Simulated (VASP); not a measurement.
Wanted: the native input for a VASP 6.6.1 run.

| Item | Value |
| --- | --- |
| Task | single point |
| Functional | PBE |
| Potentials or basis | VASP PAW PBE potentials, release 64 (Ta_sv_GW, N) |
| Cutoff | 700 eV |
| k mesh | 14 × 14 × 10 |
| Occupations | gaussian, width 0.15 eV |
| Spin | no spin polarisation |
| Dipole correction | no |
| Further INCAR settings | ALGO = Normal; EDIFF = 1e-06; NBANDS = 26 |

The structure of TaN lies in POSCAR:

```
TaN
1.0
    0.0000000000     -2.2081122572     -2.2081122572
    0.0000000000      2.2081122572     -2.2081122572
    4.4162245144      0.0000000000      0.0000000000
Ta N
2 2
Direct
    0.5121475408      0.4878524592      0.0000000000
   -0.0121475408      0.0121475408      0.5000000000
    0.4864590218      0.5135409782      0.5000000000
    0.0135409782     -0.0135409782      0.0000000000
```

This cell differs from its parent crystal: atoms displaced along a vibrational mode.

The input as run:

INCAR

```
PREC = Accurate
ENCUT = 700
EDIFF = 1E-6
ISMEAR = 0
SIGMA = 0.15
LREAL = F
LASPH = T
NELM = 120
ALGO = Normal
ISIF = 2
LWAVE = F
LCHARG = F
GGA = PE
NBANDS = 26
GGA_COMPAT = F
```

KPOINTS

```
regular mesh
0
Gamma
  14 14 10
```

Potentials or basis: VASP PAW PBE potentials, release 64 (Ta_sv_GW, N).

Run with:

```sh
$ cat potpaw_PBE.64/Ta_sv_GW/POTCAR potpaw_PBE.64/N/POTCAR > POTCAR
$ mpirun -np 1 vasp_std > vasp.out
```

It gave:

```yaml
Pressure: 0.1 GPa
Largest_force: 0.277 eV/Å
Band_gap_on_the_k_mesh: zero (bands 18 and 19 overlap by 3.82 eV)
```

Caveat: the cell differs from its parent crystal (atoms displaced along a vibrational mode); spin-orbit coupling is left out, which moves the levels of the heavy elements.

It took 4.2 min on 1 thread of Intel(R) Xeon(R) 6975P-C (Granite Rapids) (shared host), peak memory 0.59 GiB.
